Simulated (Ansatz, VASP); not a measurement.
**Two plane-wave programs on Fe**

```
Fe
1.0
    -1.44300    1.44300    1.44300
     1.44300   -1.44300    1.44300
     1.44300    1.44300   -1.44300
Fe
1
Direct
  0.00000 0.00000 0.00000
```

Alike in both runs: task relaxation of cell and atoms; functional PBEsol; dispersion D4; k mesh 13 × 13 × 13; occupations fermi-dirac, width 0.05 eV; collinear spin.

|  | VASP | Ansatz |
| --- | --- | --- |
| version | VASP 6.6.1 | Ansatz 0.2.0 |
| potentials or method | VASP PAW PBE potentials, release 64 (Fe) | Ansatz PAW |
| plane-wave cutoff (eV) | 600 | 420 |
| valence electrons in the cell | 8 | 16 |

```csv
,VASP,Ansatz,Ansatz less VASP
"gap on the k mesh at the Fermi level, each at its own relaxed structure (eV)",none,none,-
net moment per atom (μB),2.05,2.04,-0.012
size of the moment on the site where the two differ most (μB),2.03,2.06,+0.034
relaxed volume (Å³/atom),10.66,10.66,0.000
relaxed cell length with the largest relative difference (Å),2.401,2.401,0.0000
```

VASP's potentials were made for PBE, not for PBEsol. Site moments also hang on the region over which each program counts them. A gap of «none» marks a metal or a gap that the smearing closes. VASP's potentials hold 8 valence electrons a cell and Ansatz's 16, so a difference there can come from the potentials and not from the codes.

Noted on Ansatz's run: the plane-wave basis is chosen anew once the cell has moved, so the energies of steps on either side of that aren't comparable.
